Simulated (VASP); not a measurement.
CdS: relaxation of cell and atoms with LDA

Crystal: CdS.

```
CELL_PARAMETERS angstrom
4.20461 0.00000 0.00000
-2.10231 3.64130 0.00000
0.00000 0.00000 6.82565
ATOMIC_POSITIONS crystal
Cd 0.33333 0.66667 0.00000
Cd 0.66667 0.33333 0.50000
S 0.33333 0.66667 0.37500
S 0.66667 0.33333 0.87500
```

```
Program                : VASP 6.6.1
Task                   : relaxation of cell and atoms
Functional             : LDA
Potentials or basis    : VASP PAW LDA potentials, release 64 (Cd, S)
Cutoff                 : 600 eV
k mesh                 : 7 × 7 × 4
Occupations            : fermi-dirac, width 0.02 eV
Spin                   : no spin polarisation
Dipole correction      : no
Further INCAR settings : ALGO = Normal; EDIFF = 1e-07; IBRION = 2; EDIFFG = -0.005; NSW = 100; ISIF = 3
```

The relaxed volume is 24.04 Å³/atom. The relaxed cell is a = 4.084 Å, b = 4.084 Å, c = 6.657 Å, α = 90.00°, β = 90.00°, γ = 120.00°. The space group after relaxing (to 0.1 Å) is P6_3mc (No. 186) and the energy gained by relaxing is 33.2 meV/atom. The ionic steps are 6, the pressure after relaxing is 0.0 GPa and the largest force after relaxing is 0.004 eV/Å. The band gap on the k mesh is 1.04 eV.

Forces on the atoms (eV/Å):
```
Cd   0.000  0.000 -0.004
Cd   0.000  0.000 -0.004
S    0.000  0.000  0.004
S    0.000  0.000  0.004
```

Step by step:
```
step  energy change (eV)  largest force (eV/Å)  pressure (GPa)  volume (Å³)
   1              0.0000                0.0558           -4.66       104.50
   2             -0.1157                0.0057            2.07        93.42
   3             -0.1326                0.0245            0.01        96.11
   4             -0.1326                0.0235            0.13        95.95
   5             -0.1327                0.0013           -0.05        96.20
   6             -0.1328                0.0040           -0.01        96.15
```

Final structure:
```yaml
crystal:
  lattice:
    - [4.08370, 0.00000, 0.00000]
    - [-2.04185, 3.53659, 0.00000]
    - [0.00000, 0.00000, 6.65738]
  atoms:
    - { symbol: Cd, position: [0.33333, 0.66667, 0.99957] }
    - { symbol: Cd, position: [0.66667, 0.33333, 0.49957] }
    - { symbol: S, position: [0.33333, 0.66667, 0.37543] }
    - { symbol: S, position: [0.66667, 0.33333, 0.87543] }
```

Levels at points of the mesh, in eV from the valence-band top:
| k point | band 16 | band 17 | band 18 | band 19 | band 20 | band 21 |
| --- | --- | --- | --- | --- | --- | --- |
| (0.00, 0.00, 0.00) | -0.06 | 0.00 | 0.00 | 1.04 | 2.63 | 6.29 |
| (0.00, 0.00, 0.50) | -0.43 | -0.43 | -0.43 | 2.72 | 2.72 | 6.01 |

Wall time 2.1 min on 1 thread of Intel(R) Xeon(R) 6975P-C (Granite Rapids), with other jobs on the host, peak memory 0.24 GiB.

LDA usually gives volumes a few per cent too small. Zero-point motion and thermal expansion aren't in these numbers.
